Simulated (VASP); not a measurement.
Here is a VASP 6.6.1 calculation.

The input INCAR:

```
SYSTEM = TaN
PREC = Accurate
ENCUT = 520
EDIFF = 1E-7
ISMEAR = -1
SIGMA = 0.1
LREAL = .False.
LASPH = .True.
NELM = 100
ALGO = Normal
ISIF = 2
LWAVE = .False.
LCHARG = .False.
NBANDS = 15
```

The input KPOINTS:

```
regular mesh
0
Gamma
  11 11 10
  0 0 0
```

Contents of POSCAR:

```
TaN
1.0
    2.9956224723      0.0000000000      0.0000000000
   -1.4978112361      2.5942855320      0.0000000000
    0.0000000000      0.0000000000      2.9395437670
Ta N
1 1
Direct
    0.3333333333      0.6666666667      0.5000000000
    0.0000000000      0.0000000000      0.0000000000
```

Potentials or basis: VASP PAW LDA potentials, release 64 (Ta_pv, N).

Launch:

```sh
$ cat potpaw_LDA.64/Ta_pv/POTCAR potpaw_LDA.64/N/POTCAR > POTCAR
$ mpirun -np 1 vasp_std > vasp.out
```

(1) Predict the band gap on the k mesh.

(2) Estimate the pressure.

Results:

(1) zero (band 8 reaches 7.85 eV, above the bottom of band 9 at 7.39 eV).

(2) -27.1 GPa.

Caveat: spin-orbit coupling is left out, which moves the levels of the heavy elements.
